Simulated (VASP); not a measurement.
Write the native input for VASP 6.6.1 that does the following.

- Task: electric field gradients
- Functional: PBE
- Potentials or basis: VASP PAW PBE potentials, release 64 (Ti_sv)
- Cutoff: 520 eV
- k mesh: 15 × 15 × 15
- Occupations: fermi-dirac, width 0.05 eV
- Spin: no spin polarisation
- Dipole correction: no
- Further INCAR settings: ALGO = Normal; EDIFF = 1e-08; NBANDS = 12

The structure of Ti lies in POSCAR:

```
Ti
1.0
    0.0406000000      2.0503000000      2.0503000000
    2.0503000000      0.0406000000      2.0503000000
    2.0503000000      2.0503000000      0.0406000000
Ti
1
Direct
    0.0000000000      0.0000000000      0.0000000000
```

This cell differs from its parent crystal: equal xy, yz and zx shear strains of +2 %.

One way to write it, as run:

INCAR

```
SYSTEM = Ti
PREC = Accurate ; ENCUT = 520
EDIFF = 1E-8 ; ISMEAR = -1
SIGMA = 0.05 ; LREAL = .FALSE.
LASPH = .TRUE. ; NELM = 100
ALGO = Normal ; ISIF = 2
LWAVE = .FALSE. ; LCHARG = .FALSE.
GGA = PE ; LEFG = .TRUE.
NBANDS = 12
```

KPOINTS

```
regular mesh
0
G
  15 15 15
  0 0 0
```

Potentials or basis: VASP PAW PBE potentials, release 64 (Ti_sv).

Launch:

```bash
$ cat potpaw_PBE.64/Ti_sv/POTCAR > POTCAR
$ mpirun -np 1 vasp_std > vasp.out
```

Results of the run:

| Item | Value |
| --- | --- |
| Pressure | 4.2 GPa |
| Band gap on the k mesh | zero (bands 6 and 7 overlap by 1.06 eV) |
| Largest electric field gradient by atom | Ti -8.0 V/Å² |

Caveat: the cell differs from its parent crystal (equal xy, yz and zx shear strains of +2 %); the cell stands under pressure; without QUAD_EFG the Cq values of the log hold for a quadrupole moment of 1 mb, not for the nuclei.

It took 93 s on 1 thread of Intel Xeon 8259CL, on a shared host, peak memory 0.19 GiB.
